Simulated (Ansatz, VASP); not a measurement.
**Cr in VASP and in Ansatz**

```
Cr
1.0
     2.86643    0.00000    0.00000
     0.00000    2.86643    0.00000
     0.00000    0.00000    2.86643
Cr
2
Direct
  0.00000 0.00000 0.00000
  0.50000 0.50000 0.50000
```

Alike in both runs: task single point; functional PBE; k mesh 16 × 16 × 16; occupations fermi-dirac, width 0.05 eV; collinear spin.

```csv
,VASP,Ansatz
version,VASP 6.6.1,Ansatz 0.2.0
potentials or method,"VASP PAW PBE potentials, release 64 (Cr_pv), cutoff 520 eV","scalar-relativistic, plane waves, PAW"
valence electrons in the cell,24,28
```

```csv
,VASP,Ansatz,Ansatz less VASP
gap on the k mesh at the Fermi level (eV),none,none,-
pressure (GPa),-0.1,0.0,+0.09
net moment per atom (μB),0.00,0.00,0.000
size of the moment on the site where the two differ most (μB),1.12,1.02,-0.103
```

Site moments also hang on the region over which each program counts them. A gap of «none» marks a metal or a gap that the smearing closes. The functional is the same, so the differences come from potentials, cutoffs and numerics. VASP's potentials hold 24 valence electrons a cell and Ansatz's 28, so a difference there can come from the potentials and not from the codes.
